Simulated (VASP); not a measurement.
Set up this calculation in VASP 6.6.1, as the native input.

| Property | Result |
| --- | --- |
| Task | relaxation of volume and atoms at fixed shape |
| Functional | r2SCAN |
| Potentials or basis | VASP PAW PBE potentials, release 64 (Ir_sv_GW) |
| Cutoff | 620 eV |
| k mesh | 11 × 11 × 6 |
| Occupations | gaussian, width 0.1 eV |
| Spin | no spin polarisation |
| Dipole correction | no |
| Further INCAR settings | ALGO = Normal; EDIFF = 1e-07; IBRION = 2; EDIFFG = -0.01; NSW = 60; ISIF = 8 |

The system is Ir.

```
Ir
1.0
     2.75138    0.00000    0.00000
    -1.37569    2.38276    0.00000
     0.00000    0.00000    4.46229
Ir
2
Direct
  0.66667 0.33333 0.75000
  0.33333 0.66667 0.25000
```

This isn't the form of Ir at room conditions, which is fcc.

One way to write it, as run:

POSCAR

```
Ir
1.0
    2.7513780000      0.0000000000      0.0000000000
   -1.3756890000      2.3827632434      0.0000000000
    0.0000000000      0.0000000000      4.4622900000
Ir
2
Direct
    0.6666666667      0.3333333333      0.7500000000
    0.3333333333      0.6666666667      0.2500000000
```

INCAR.step1

```
SYSTEM = Ir
  PREC = Accurate
  ENCUT = 620
  ISMEAR = 0
  SIGMA = 0.1
  LREAL = .FALSE.
  LASPH = .TRUE.
  NELM = 120
  GGA = PE
  ALGO = Normal
  EDIFF = 1E-5
  LWAVE = .TRUE.
  LCHARG = .FALSE.
  GGA_COMPAT = .FALSE.
  IBRION = 2
  ISIF = 3
  EDIFFG = -0.005
  NELMIN = 4
  NSW = 100
```

INCAR.step2

```
SYSTEM = Ir
  PREC = Accurate
  ENCUT = 620
  EDIFF = 1E-7
  ISMEAR = 0
  SIGMA = 0.1
  LREAL = .FALSE.
  LASPH = .TRUE.
  NELM = 120
  ALGO = Normal
  ISIF = 8
  LWAVE = .FALSE.
  LCHARG = .FALSE.
  METAGGA = R2SCAN
  LMIXTAU = .TRUE.
  IBRION = 2
  NSW = 60
  EDIFFG = -0.01
  ISTART = 1
  GGA_COMPAT = .FALSE.
  NELMIN = 4
```

KPOINTS

```
regular mesh
0
G
  11 11 6
  0 0 0
```

Potentials or basis: VASP PAW PBE potentials, release 64 (Ir_sv_GW).

Launch:

```console
$ cat potpaw_PBE.64/Ir_sv_GW/POTCAR > POTCAR
$ cp INCAR.step1 INCAR
$ mpirun -np 1 vasp_std > vasp.out
$ cp INCAR.step2 INCAR
$ mpirun -np 1 vasp_std > vasp.out
```

It gave:

```json
{
  "Relaxed volume": "14.24 Å³/atom",
  "Relaxed cell": "a = 2.727 Å, b = 2.727 Å, c = 4.423 Å, α = 90.00°, β = 90.00°, γ = 120.00°",
  "Space group after relaxing (to 0.1 Å)": "P6_3/mmc (No. 194)",
  "Energy gained by relaxing": "12.1 meV/atom",
  "Ionic steps": "4",
  "Pressure after relaxing": "-0.1 GPa",
  "Band gap on the k mesh": "zero (bands 17 and 18 overlap by 3.33 eV)"
}
```

Caveat: the PAW data sets were made with another functional, which shifts forces and pressure a little; spin-orbit coupling is left out, which moves the levels of the heavy elements.

Wall time 6.6 min on 1 thread of Intel(R) Xeon(R) Platinum 8559C (Emerald Rapids), on a shared host, peak memory 0.2 GiB.
